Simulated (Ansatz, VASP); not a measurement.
## Two plane-wave programs on GaAsSe3

Contents of INCAR:

```
PREC     = Accurate       # precision mode
ENCUT    = 600            # plane-wave cutoff, eV
EDIFF    = 1E-6           # SCF threshold, eV
ISMEAR   = 0              # smearing method
SIGMA    = 0.1            # smearing width, eV
LREAL    = F              # projectors in reciprocal space
LASPH    = T              # aspherical terms in the spheres
NELM     = 100            # most SCF steps
ALGO     = Normal         # electronic algorithm
ISIF     = 3              # what is computed and relaxed
LWAVE    = F              # write WAVECAR
LCHARG   = F              # write CHGCAR
GGA      = PE             # functional
IBRION   = 2              # ionic algorithm
NSW      = 90             # ionic steps
EDIFFG   = -0.04          # ionic threshold
```

The input KPOINTS:

```
Automatic mesh
0
Gamma
  6 6 4
```

The input POSCAR:

```
GaAsSe3
1.0
    4.7676125200      0.0000000000      0.0000000000
   -2.3838062600      4.1288735600      0.0000000000
    0.0000000000      0.0000000000      5.8858333500
Ga As Se
1 1 3
Direct
    0.3333333300      0.6666666700      0.5000000000
    0.6666666700      0.3333333300      0.0000000000
    0.0000000000      0.0000000000      0.7552470000
    0.0000000000      0.0000000000      0.2447530000
    0.6666666700      0.3333333300      0.5000000000
```

Input for Ansatz:

```yaml
crystal:
  lattice:
    - [4.76761252, 0.0, 0.0]
    - [-2.38380626, 4.12887356, 0.0]
    - [0.0, 0.0, 5.88583335]
  atoms:
    - { symbol: Ga, position: [0.33333333, 0.66666667, 0.5] }
    - { symbol: As, position: [0.66666667, 0.33333333, 0.0] }
    - { symbol: Se, position: [0.0, 0.0, 0.755247] }
    - { symbol: Se, position: [0.0, 0.0, 0.244753] }
    - { symbol: Se, position: [0.66666667, 0.33333333, 0.5] }
basis:
  ecutwfc: 420
kpoints:
  mp_grid: { grid: [6, 6, 4] }
hamiltonian:
  xc: pbe
scf:
  occupations: { method: gaussian, width: 0.1 }
  lower_state_search: "off"
output:
  forces: true
  stress: true
  eigenvalues: true
relax:
  adjacent_minimum: "off"
  f_tol: 0.04
  max_steps: 70
  cell: { stress_tol: 0.4 }
```

Change from the starting cell: species swapped into the GaNi3As type (P-6m2, No. 187).

Alike in both runs: task relaxation of cell and atoms; functional PBE; k mesh 6 × 6 × 4; occupations gaussian, width 0.1 eV; no spin polarisation.

|  | VASP | Ansatz |
| --- | --- | --- |
| version | VASP 6.6.1 | Ansatz 0.2.0 |
| potentials or method | VASP PAW PBE potentials, release 64 (Ga_d, As, Se), cutoff 600 eV | scalar-relativistic, plane waves, PAW |
| valence electrons in the cell | 36 | 76 |

Ansatz gave:

| Quantity | Value |
| --- | --- |
| gap on the k mesh at the Fermi level, each at its own relaxed structure (eV) | none |
| relaxed volume (Å³/atom) | 24.77 |
| relaxed cell length with the largest relative difference (Å) | 8.251 |

**Question.** Which values does VASP return?

**Answer.** gap on the k mesh at the Fermi level, each at its own relaxed structure (eV): none; relaxed volume (Å³/atom): 24.88; relaxed cell length with the largest relative difference (Å): 8.285.

A gap of «none» marks a metal or a gap that the smearing closes. VASP's potentials hold 36 valence electrons a cell and Ansatz's 76, so a difference there can come from the potentials and not from the codes.
